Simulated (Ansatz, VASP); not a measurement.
**One calculation of LaHg, two programs**

Contents of INCAR:

```
  ALGO = Normal
  EDIFF = 1E-8
  ENCUT = 520
  GGA = CA
  ISIF = 2
  ISMEAR = -1
  LASPH = T
  LCHARG = F
  LEFG = T
  LREAL = F
  LWAVE = F
  NBANDS = 18
  NELM = 60
  PREC = Accurate
  SIGMA = 0.08
```

Contents of KPOINTS:

```
k-points
0
Gamma
  11 11 11
```

Contents of POSCAR:

```
LaHg
1.0
    3.7586718991      0.0000000000      0.0000000000
    0.0000000000      3.7586718991      0.0000000000
    0.0000000000      0.0000000000      3.7586718991
La Hg
1 1
Direct
    0.5000000000      0.5000000000      0.5000000000
    0.0000000000      0.0000000000      0.0000000000
```

Input for Ansatz:

```yaml
crystal:
  lattice:
    - [3.7586718991, 0.0, 0.0]
    - [0.0, 3.7586718991, 0.0]
    - [0.0, 0.0, 3.7586718991]
  atoms:
    - { symbol: La, position: [0.5, 0.5, 0.5] }
    - { symbol: Hg, position: [0.0, 0.0, 0.0] }
kpoints:
  mp_grid: { grid: [11, 11, 11] }
scf:
  occupations: { method: fermi_dirac, width: 0.08 }
hamiltonian:
  xc: lda
  pseudopotentials: { kind: all_electron, datasets: crystal }
output:
  forces: true
  stress: true
  eigenvalues: true
  efg: { contact_densities: true }
```

Change from the starting cell: volume scaled by 0.94, crystal datasets.

Alike in both runs: task electric field gradients; functional LDA; k mesh 11 × 11 × 11; occupations fermi-dirac, width 0.08 eV; no spin polarisation.

|  | VASP | Ansatz |
| --- | --- | --- |
| version | VASP 6.6.1 | Ansatz 0.2.0 |
| potentials or method | VASP PAW LDA potentials, release 64 (La, Hg), cutoff 520 eV | all-electron PAW with datasets made for the crystal, scalar-relativistic |

Ansatz gave:

```
pressure (GPa) : 2.0
```

Q: Which values does VASP return?

A: Pressure (GPa): 2.3.

LDA's correlation is that of Perdew and Zunger in VASP and of Perdew and Wang (1992) in Ansatz. Ansatz ran all-electron here, and VASP with PAW potentials.

Neither program's run includes spin-orbit coupling.
